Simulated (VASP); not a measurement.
A run of VASP 6.6.1 is set up as follows.

The input INCAR:

```
SYSTEM = CoSi
  ALGO = Normal
  EDIFF = 1E-6
  ENCUT = 520
  GGA = PS
  ISIF = 2
  ISMEAR = 0
  LASPH = .True.
  LCHARG = .False.
  LREAL = .False.
  LWAVE = .False.
  NBANDS = 36
  NELM = 80
  PREC = Accurate
  SIGMA = 0.1
```

KPOINTS

```
k-points
0
Gamma
  4 4 4
  0 0 0
```

Contents of POSCAR:

```
CoSi
1.0
    4.4380000000      0.0000000000      0.0000000000
    0.0000000000      4.4380000000      0.0000000000
    0.0000000000      0.0000000000      4.4380000000
Co Si
4 4
Direct
    0.1400000000      0.1400000000      0.1400000000
    0.3600000000      0.8600000000      0.6400000000
    0.6400000000      0.3600000000      0.8600000000
    0.8600000000      0.6400000000      0.3600000000
    0.8430000000      0.8430000000      0.8430000000
    0.6570000000      0.1570000000      0.3430000000
    0.3430000000      0.6570000000      0.1570000000
    0.1570000000      0.3430000000      0.6570000000
```

Potentials or basis: VASP PAW PBE potentials, release 64 (Co, Si).

The run is started by

```console
$ cat potpaw_PBE.64/Co/POTCAR potpaw_PBE.64/Si/POTCAR > POTCAR
$ mpirun -np 1 vasp_std > vasp.out
```

Question: Predict the band gap on the k mesh.

Answer: Zero (band 26 reaches 11.93 eV, above the bottom of band 27 at 11.73 eV).

Question: What does it give for the largest force?

Answer: 0.244 eV/Å.

Forces on the atoms (eV/Å):
```
Co   0.141  0.141  0.141
Co  -0.141 -0.141  0.141
Co   0.141 -0.141 -0.141
Co  -0.141  0.141 -0.141
Si  -0.036 -0.036 -0.036
Si   0.036  0.036 -0.036
Si  -0.036  0.036  0.036
Si   0.036 -0.036  0.036
```

Caveat: the PAW data sets were made with another functional, which shifts forces and pressure a little. Spin polarisation is off, so any magnetic state and its effect on volume and gap are missing.
